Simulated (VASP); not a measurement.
# MnS (P6_3mc) in VASP: further runs, part 2 of 2

VASP 6.6.1. Earlier steps stand in the parts before.

## Step 3: Single point, PBE+U, collinear spin, ferromagnetic start

The input, INCAR:

```
SYSTEM = MnS
PREC = Accurate
ENCUT = 600
EDIFF = 1E-6
ISMEAR = 0
SIGMA = 0.05
LREAL = .FALSE.
LASPH = .TRUE.
NELM = 200
ALGO = Normal
ISIF = 2
LWAVE = .FALSE.
LCHARG = .FALSE.
ISPIN = 2
MAGMOM = 4.86 4.86 0.26 0.26
LORBIT = 11
NUPDOWN = 11.0
LMAXMIX = 4
LDAU = .TRUE.
LDAUTYPE = 2
LDAUL = 2 -1
LDAUU = 5 0
LDAUJ = 0 0
LDAUPRINT = 1
GGA = PE
NBANDS = 33
GGA_COMPAT = .FALSE.
```

The input, KPOINTS:

```
regular mesh
0
G
  6 6 3
  0 0 0
```

The input, POSCAR:

```
MnS
1.0
    3.9760016100      0.0000000000      0.0000000000
   -1.9880008000      3.4433184000      0.0000000000
    0.0000000000      0.0000000000      6.4320005000
Mn S
2 2
Direct
    0.3333333333      0.6666666667      0.0000000000
    0.6666666667      0.3333333333      0.5000000000
    0.3333333333      0.6666666667      0.3850000000
    0.6666666667      0.3333333333      0.8850000000
```

Potentials or basis: VASP PAW PBE potentials, release 64 (Mn_sv, S).

On the command line:

```sh
$ cat potpaw_PBE.64/Mn_sv/POTCAR potpaw_PBE.64/S/POTCAR > POTCAR
$ mpirun -np 1 vasp_std > vasp.out
```

It took 74 s on 1 thread of Intel Xeon 6975P-C (Granite Rapids), shared host; peak memory 0.29 GiB.

It converged, with:

```
Free energy                                           : -22.2225 eV
Pressure                                              : 9.1 GPa
Largest force                                         : 0.040 eV/Å
Net moment                                            : 11.00 μB per cell
Site moments                                          : Mn +4.51; S +0.20 μB
Valence electrons inside the program's atomic spheres : Mn 12.86; S 3.78
```

Forces on the atoms (eV/Å):
```
Mn   0.000  0.000  0.040
Mn   0.000  0.000  0.040
S    0.000  0.000 -0.040
S    0.000  0.000 -0.040
```

Stress tensor (GPa, compression positive):
```
10.22  0.00  0.00
 0.00 10.22  0.00
 0.00  0.00  6.71
```

Eigenvalues of the final occupation matrices:
| site | spin | trace | eigenvalues |
| --- | --- | --- | --- |
| site 1 d | 1 | 4.57 | 0.91 0.91 0.91 0.91 0.92 |
| site 1 d | 2 | 0.12 | 0.01 0.01 0.03 0.04 0.04 |
| site 2 d | 1 | 4.57 | 0.91 0.91 0.91 0.91 0.92 |
| site 2 d | 2 | 0.12 | 0.01 0.01 0.03 0.04 0.04 |

Caveat: the cell stands under pressure; the total moment is fixed, so each spin has its own Fermi level; only a ferromagnetic start was run, and an antiferromagnetic order may lie lower in energy.

## Step 4: Single point, PBE+U, collinear spin, zero start

The input, INCAR:

```
SYSTEM = MnS
  ALGO = Normal
  EDIFF = 1E-6
  ENCUT = 600
  GGA = PE
  GGA_COMPAT = .FALSE.
  ISIF = 2
  ISMEAR = 0
  ISPIN = 2
  LASPH = .TRUE.
  LCHARG = .FALSE.
  LDAU = .TRUE.
  LDAUJ = 0 0
  LDAUL = 2 -1
  LDAUPRINT = 1
  LDAUTYPE = 2
  LDAUU = 5 0
  LMAXMIX = 4
  LORBIT = 11
  LREAL = .FALSE.
  LWAVE = .FALSE.
  MAGMOM = 0 0 0 0
  NBANDS = 33
  NELM = 200
  NUPDOWN = 0.0
  PREC = Accurate
  SIGMA = 0.05
```

The input, KPOINTS:

```
k-points
0
G
  6 6 3
  0 0 0
```

POSCAR is that of step 3.

Potentials or basis: VASP PAW PBE potentials, release 64 (Mn_sv, S).

On the command line:

```sh
$ cat potpaw_PBE.64/Mn_sv/POTCAR potpaw_PBE.64/S/POTCAR > POTCAR
$ mpirun -np 1 vasp_std > vasp.out
```

OUTCAR:

```text
SYSTEM = MnS
   EDIFF = 1E-6
   ENCUT = 600
   GGA = PE
   ISIF = 2
   ISMEAR = 0
   ISPIN = 2
   LASPH = .TRUE.
   LORBIT = 11
   LREAL = .FALSE.
   NELM = 200
   NUPDOWN = 0.0
   PREC = Accurate

 ion  position               nearest neighbor table
   1  0.333  0.667  0.000-   4 2.41   4 2.41   4 2.41   3 2.48
   2  0.667  0.333  0.500-   3 2.41   3 2.41   3 2.41   4 2.48
   3  0.333  0.667  0.385-   2 2.41   2 2.41   2 2.41   1 2.48
   4  0.667  0.333  0.885-   1 2.41   1 2.41   1 2.41   2 2.48

  LATTYP: Found a hexagonal cell.
 ALAT       =     3.9760016100
 C/A-ratio  =     1.6177057081

  Lattice vectors:

 A1 = (   3.9760016100,   0.0000000000,   0.0000000000)
 A2 = (  -1.9880008000,   3.4433184000,   0.0000000000)
 A3 = (   0.0000000000,   0.0000000000,   6.4320005000)

Analysis of symmetry for initial positions (statically):
[... 1273 lines left out ...]
     32      12.1349      0.00000
     33      14.1290      0.00000

------------------------ aborting loop because EDIFF is reached ----------------------------------------

  FORCE on cell =-STRESS in cart. coord.  units (eV):
  Direction    XX          YY          ZZ          XY          YZ          ZX
  --------------------------------------------------------------------------------------
  -------------------------------------------------------------------------------------
  Total       -7.8990629     -7.8990629     -5.8478341     -0.0000000      0.0000000     -0.0000000
  in kB     -143.7197165   -143.7197165   -106.3985769     -0.0000002      0.0000000     -0.0000000
  external PRESSURE =    -131.2793366 kB  Pullay stress =       0.0000000 kB

 VOLUME and BASIS-vectors are now :
 -----------------------------------------------------------------------------
  energy-cutoff  :      600.00
  volume of cell :       88.06
      direct lattice vectors                 reciprocal lattice vectors
     3.976001610  0.000000000  0.000000000     0.251508952  0.145208761  0.000000000
    -1.988000800  3.443318400  0.000000000     0.000000000  0.290417523  0.000000000
     0.000000000  0.000000000  6.432000500     0.000000000  0.000000000  0.155472625

 POSITION                                       TOTAL-FORCE (eV/Angst)
 -----------------------------------------------------------------------------------
      0.00000      2.29555      0.00000        -0.000000      0.000000     -0.271913
      1.98800      1.14777      3.21600         0.000000     -0.000000     -0.271913
      0.00000      2.29555      2.47632        -0.000000     -0.000000      0.271913
      1.98800      1.14777      5.69232        -0.000000      0.000000      0.271913
 -----------------------------------------------------------------------------------
    total drift:                               -0.000001      0.000000      0.001846

  FREE ENERGIE OF THE ION-ELECTRON SYSTEM (eV)
  ---------------------------------------------------
  free  energy   TOTEN  =       -16.0372647081 eV

  energy  without entropy=      -16.0361228453  energy(sigma->0) =      -16.03669378

 total charge

# of ion       s       p       d       tot
------------------------------------------
    1        2.143   6.006   4.731  12.881
    2        2.143   6.006   4.731  12.881
    3        1.310   2.385   0.000   3.695
    4        1.310   2.385   0.000   3.695
--------------------------------------------------
tot          6.907  16.781   9.463  33.152

 magnetization (x)

# of ion       s       p       d       tot
------------------------------------------
    1        0.000  -0.000  -0.000  -0.000
    2        0.000  -0.000  -0.000  -0.000
    3        0.000   0.000   0.000   0.000
    4        0.000   0.000   0.000   0.000
--------------------------------------------------
tot          0.000   0.000  -0.000   0.000
```

stdout:

```text
POSCAR found type information on POSCAR MnS
 POSCAR found :  2 types and       4 ions
 scaLAPACK will be used
 LDA part: xc-table for (Slater+PW92), standard interpolation
 POSCAR, INCAR and KPOINTS ok, starting setup
 FFT: planning ... GRIDC
 FFT: planning ... GRID_SOFT
 FFT: planning ... GRID
 WAVECAR not read
 entering main loop
```

Run time: 2.9 min. Hardware: 1 thread of Intel Xeon Platinum 8375C at 2.90GHz (Ice Lake), shared host; peak memory 0.29 GiB.

What came out:

```yaml
Free_energy: -16.0373 eV
Pressure: -13.1 GPa
Largest_force: 0.272 eV/Å
Net_moment: 0.00 μB per cell
Valence_electrons_inside_the_program's_atomic_spheres: Mn 12.88; S 3.69
```

Forces in eV/Å, atoms in the order of the input:
```
Mn   0.000  0.000 -0.272
Mn   0.000  0.000 -0.272
S    0.000  0.000  0.272
S    0.000  0.000  0.272
```

Eigenvalues of the final occupation matrices:
| site | spin | trace | eigenvalues |
| --- | --- | --- | --- |
| site 1 d | 1 | 2.38 | 0.09 0.27 0.27 0.87 0.87 |
| site 1 d | 2 | 2.38 | 0.09 0.27 0.27 0.87 0.87 |
| site 2 d | 1 | 2.38 | 0.09 0.27 0.27 0.87 0.87 |
| site 2 d | 2 | 2.38 | 0.09 0.27 0.27 0.87 0.87 |

Caveat: the cell stands under tension; the total moment is fixed, so each spin has its own Fermi level.

## Step 5: Overview

```csv
spin,fixed moment (μB),pressure (GPa),moment (μB),largest force (eV/Å)
"collinear, ferromagnetic start",-,4.5,10.00,0.23
"collinear, ferromagnetic start",11.0,9.1,11.00,0.04
"collinear, zero start",0.0,-13.1,0.00,0.27
```

Alike in all rows: task single point; level PBE+U; potentials or basis VASP PAW PBE potentials, release 64 (Mn_sv, S); Mn d U = 5.0 eV; cell as given; k mesh 6 × 6 × 3; cutoff (eV) 600; smearing gaussian 0.05 eV.

Caveats: the cell stands under pressure (at least some runs); the total moment is fixed, so each spin has its own Fermi level (at least some runs); an odd mesh through Γ misses points on the zone boundary, where band edges can lie (at least some runs); the cell stands under tension (at least some runs).

Total energies depend on the potentials used, so only differences within one code and one set of settings carry meaning.
